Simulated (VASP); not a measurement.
A run of VASP 6.6.1 is set up as follows.

Contents of INCAR:

```
SYSTEM = Te2Mo
PREC = Accurate ; ENCUT = 520
EDIFF = 1E-6 ; ISMEAR = 0
SIGMA = 0.02 ; LREAL = .FALSE.
LASPH = .TRUE. ; NELM = 60
ALGO = Normal ; ISIF = 2
LWAVE = .FALSE. ; LCHARG = .FALSE.
LDIPOL = .TRUE. ; IDIPOL = 3
DIPOL = 0.5 0.5 0.500 ; GGA = PE
IVDW = 12 ; NBANDS = 20
```

KPOINTS

```
regular mesh
0
G
  9 9 1
  0 0 0
```

The input POSCAR:

```
Te2Mo
1.0
    3.3170000000      0.0000000000      0.0000000000
   -1.6585000000      2.8726062644      0.0000000000
    0.0000000000      0.0000000000     33.2698832047
Te Mo
2 1
Direct
    0.3333333333      0.6666666667      0.4491732511
    0.3333333333      0.6666666667      0.5508267489
    0.6666666667      0.3333333333      0.5000000000
```

Potentials or basis: VASP PAW PBE potentials, release 64 (Te, Mo_sv).

The run is started by

```bash
$ cat potpaw_PBE.64/Te/POTCAR potpaw_PBE.64/Mo_sv/POTCAR > POTCAR
$ mpirun -np 1 vasp_std > vasp.out
```

(1) What does it give for the band gap on the k mesh?

(2) Estimate the largest force.

(3) What does it give for the dispersion energy per atom?

Answers

(1) 1.45 eV, indirect (least direct gap 1.48 eV).

(2) 3.718 eV/Å.

(3) -0.461 eV.

Caveat: spin-orbit coupling is left out, which moves the levels of the heavy elements.
